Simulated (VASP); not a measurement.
# Co (P6_3/mmc) in VASP: settings compared, part 2 of 2

VASP 6.6.1. Earlier steps stand in the parts before.

## 4. Electric field gradients, r2SCAN, collinear spin, ferromagnetic start

POSCAR reads:

```
Co
1.0
    2.5074000000      0.0000000000      0.0000000000
   -1.2537000000      2.1714720974      0.0000000000
    0.0000000000      0.0000000000      4.0699000000
Co
2
Direct
    0.3333333333      0.6666666667      0.2500000000
    0.6666666667      0.3333333333      0.7500000000
```

INCAR.step1 reads:

```
SYSTEM = Co
ALGO = Normal ; EDIFF = 1E-4
ENCUT = 520 ; GGA = PE
ISMEAR = -1 ; ISPIN = 2
LASPH = .True. ; LCHARG = .False.
LMAXMIX = 4 ; LREAL = .False.
LWAVE = .True. ; MAGMOM = 2 2
NBANDS = 20 ; NELM = 150
PREC = Accurate ; SIGMA = 0.05
```

INCAR.step2 reads:

```
SYSTEM = Co
ALGO = Normal ; EDIFF = 1E-8
ENCUT = 520 ; ISIF = 2
ISMEAR = -1 ; ISPIN = 2
ISTART = 1 ; LASPH = .True.
LCHARG = .False. ; LEFG = .True.
LMAXMIX = 4 ; LMIXTAU = .True.
LORBIT = 11 ; LREAL = .False.
LWAVE = .False. ; MAGMOM = 2 2
METAGGA = R2SCAN ; NBANDS = 20
NELM = 150 ; PREC = Accurate
SIGMA = 0.05
```

KPOINTS reads:

```
k-points
0
Gamma
  15 15 8
  0 0 0
```

Potentials or basis: VASP PAW PBE potentials, release 64 (Co).

Command:

```console
$ cat potpaw_PBE.64/Co/POTCAR > POTCAR
$ cp INCAR.step1 INCAR
$ mpirun -np 1 vasp_std > vasp.out
$ cp INCAR.step2 INCAR
$ mpirun -np 1 vasp_std > vasp.out
```

OUTCAR:

```text
SYSTEM = Co
   EDIFF = 1E-8
   ENCUT = 520
   ISIF = 2
   ISMEAR = -1
   ISPIN = 2
   ISTART = 1
   LASPH = .True.
   LORBIT = 11
   LREAL = .False.
   METAGGA = R2SCAN
   NELM = 150
   PREC = Accurate

 ion  position               nearest neighbor table
   1  0.333  0.667  0.250-   2 2.50   2 2.50   2 2.50   2 2.50   2 2.50   2 2.50
   2  0.667  0.333  0.750-   1 2.50   1 2.50   1 2.50   1 2.50   1 2.50   1 2.50

  LATTYP: Found a hexagonal cell.
 ALAT       =     2.5074000000
 C/A-ratio  =     1.6231554598

  Lattice vectors:

 A1 = (   2.5074000000,   0.0000000000,   0.0000000000)
 A2 = (  -1.2537000000,   2.1714720974,   0.0000000000)
[... 1351 lines left out ...]

 Electric field gradients after diagonalization (V/A^2)
 (convention: |V_zz| > |V_xx| > |V_yy|)
----------------------------------------------------------------------
 ion       V_xx      V_yy      V_zz     asymmetry (V_yy - V_xx)/ V_zz
----------------------------------------------------------------------
   1       1.041     1.039    -2.080       0.001
   2       1.041     1.039    -2.080       0.001
----------------------------------------------------------------------

           NMR quadrupolar parameters

 Cq : quadrupolar parameter    Cq=e*Q*V_zz/h
 eta: asymmetry parameters     (V_yy - V_xx)/ V_zz
 Q  : nuclear electric quadrupole moment in mb (millibarn)
----------------------------------------------------------------------
 ion       Cq(MHz)       eta       Q (mb)
----------------------------------------------------------------------
   1      -0.005       0.001       1.000
   2      -0.005       0.001       1.000
----------------------------------------------------------------------

 total charge

# of ion       s       p       d       tot
------------------------------------------
    1        0.501   0.542   7.210   8.254
    2        0.501   0.542   7.210   8.254
--------------------------------------------------
tot          1.003   1.084  14.421  16.507

 magnetization (x)

# of ion       s       p       d       tot
------------------------------------------
    1       -0.013  -0.087   1.929   1.830
    2       -0.013  -0.087   1.929   1.830
--------------------------------------------------
tot         -0.025  -0.173   3.858   3.659
```

OUTCAR.step1:

```text
SYSTEM = Co
   EDIFF = 1E-4
   ENCUT = 520
   GGA = PE
   ISMEAR = -1
   ISPIN = 2
   LASPH = .True.
   LREAL = .False.
[... 1348 lines left out ...]
     -0.00000      1.44765      1.01747         0.000000     -0.000000      0.000000
      1.25370      0.72382      3.05242        -0.000000      0.000000      0.000000
 -----------------------------------------------------------------------------------
    total drift:                                0.000000      0.000000     -0.000000

  FREE ENERGIE OF THE ION-ELECTRON SYSTEM (eV)
  ---------------------------------------------------
  free  energy   TOTEN  =       -14.0730163993 eV

  energy  without entropy=      -14.0590060350  energy(sigma->0) =      -14.06601122
```

OSZICAR.step1:

```text
N       E                     dE             d eps       ncg     rms          rms(c)
DAV:   1     0.855805623172E+02    0.85581E+02   -0.82367E+03 11288   0.123E+03
DAV:   2    -0.116677744916E+02   -0.97248E+02   -0.87656E+02 10924   0.216E+02
DAV:   3    -0.160918148426E+02   -0.44240E+01   -0.42205E+01 12384   0.559E+01
DAV:   4    -0.161577703735E+02   -0.65956E-01   -0.65905E-01 13184   0.600E+00
DAV:   5    -0.161597168310E+02   -0.19465E-02   -0.19463E-02 12476   0.986E-01    0.146E+01
DAV:   6    -0.145338589035E+02    0.16259E+01   -0.77694E+00 12204   0.565E+01    0.714E+00
DAV:   7    -0.141065651437E+02    0.42729E+00   -0.12327E+00 12528   0.207E+01    0.380E+00
DAV:   8    -0.140881179590E+02    0.18447E-01   -0.16286E-02 14092   0.122E+00    0.170E+00
DAV:   9    -0.140734420182E+02    0.14676E-01   -0.32744E-03 17168   0.102E+00    0.457E-01
DAV:  10    -0.140731012629E+02    0.34076E-03   -0.59680E-04 13736   0.301E-01    0.131E-01
DAV:  11    -0.140730163993E+02    0.84864E-04   -0.70100E-05  6852   0.128E-01
   1 F= -.14073016E+02 E0= -.14066011E+02  d E =-.140104E-01  mag=     3.2733
```

Wall time 7.4 min (1 thread of Intel Xeon Platinum 8488C (Sapphire Rapids), shared host); peak memory 0.21 GiB.

What came out:

| Quantity | Value |
| --- | --- |
| Free energy | -26.3878 eV |
| Pressure | -8.9 GPa |
| Net moment | 3.51 μB per cell |
| Site moments | Co +1.83 μB |
| Valence electrons inside the program's atomic spheres | Co 8.25 |

Levels at points of the mesh, in eV from the Fermi level:
Spin up:
```
           k point  band 9  band 10  band 11  band 12  band 13  band 14
(0.00, 0.00, 0.00)   -2.73    -1.69    -1.69    -0.26     5.92    22.54
(0.00, 0.00, 0.50)   -1.99    -1.99    -1.99    -1.99    14.93    14.93
```
Spin down:
```
           k point  band 4  band 5  band 6  band 7  band 8  band 9  band 10  band 11
(0.00, 0.00, 0.00)   -0.84   -0.84   -0.82   -0.47   -0.47    0.02     0.02     1.25
(0.00, 0.00, 0.50)   -1.59   -0.90   -0.90   -0.90   -0.90    0.90     0.90     0.90
```

Electric field gradients, principal values (V/Å²):
```tsv
atom	least	middle	greatest (by size)
1 Co	1.039	1.041	-2.080
2 Co	1.039	1.041	-2.080
```

Caveat: without QUAD_EFG the Cq values of the log hold for a quadrupole moment of 1 mb, not for the nuclei; the PAW data sets were made with another functional, which shifts forces and pressure a little.

## 5. The runs side by side

| level | spin | k mesh | gap on the mesh (eV) | pressure (GPa) | moment (μB) |
| --- | --- | --- | --- | --- | --- |
| PBE | collinear, ferromagnetic start | 14 × 14 × 8 | none | -4.9 | 3.21 |
| PBE | collinear, antiferromagnetic start | 15 × 15 × 8 | none | -10.1 | 0.00 |
| r2SCAN | collinear, ferromagnetic start | 15 × 15 × 8 | none | -8.9 | 3.51 |

Alike in all rows: task electric field gradients; potentials or basis VASP PAW PBE potentials, release 64 (Co); cell as given; cutoff (eV) 520; smearing fermi-dirac 0.05 eV.

Every run on the cell as given and a fine mesh finds a metal. The pressure there spans -10.1 GPa (PBE) to -4.9 GPa (PBE); a positive pressure means that this level wants a larger cell, a negative one a smaller.

Caveats: the PAW data sets were made with another functional, which shifts forces and pressure a little (some runs).

Absolute energies hang on the potentials; compare differences alone.
